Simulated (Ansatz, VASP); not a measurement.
**One calculation of W, two programs**

```
W
1.0
     3.15445    0.00000    0.00000
     0.00000    3.15445    0.00000
     0.00000    0.00000   28.61780
W
9
Direct
  0.00000 0.00000 0.28519
  0.50000 0.50000 0.33392
  0.00000 0.00000 0.39027
  0.50000 0.50000 0.44498
  0.00000 0.00000 0.50000
  0.50000 0.50000 0.55502
  0.00000 0.00000 0.60973
  0.50000 0.50000 0.66608
  0.00000 0.00000 0.71481
```

Alike in both runs: functional PBEsol; k mesh 10 × 10 × 1; no spin polarisation.

Ansatz relaxed the structure, and its values are those at the end. VASP's run is a single point on that final structure, the one shown.

|  | VASP | Ansatz |
| --- | --- | --- |
| version | VASP 6.6.1 | Ansatz 0.2.0 |
| potentials or method | VASP PAW PBE potentials, release 64 (W_sv) | plane-wave PAW, scalar-relativistic |
| plane-wave cutoff (eV) | 520 | 420 |
| occupations | methfessel-paxton of order 1, width 0.1 eV | cold, width 0.1 eV |
| valence electrons in the cell | 126 | 126 |

```tsv
	VASP	Ansatz	Ansatz less VASP
rms of the force components (eV/Å)	0.013	0.000	-0.0127
work function, face that differs most (eV)	4.27	4.28	+0.006
```

VASP's potentials were made for PBE, not for PBEsol, and Ansatz warns of the same on its side.

Spin-orbit coupling is off throughout.
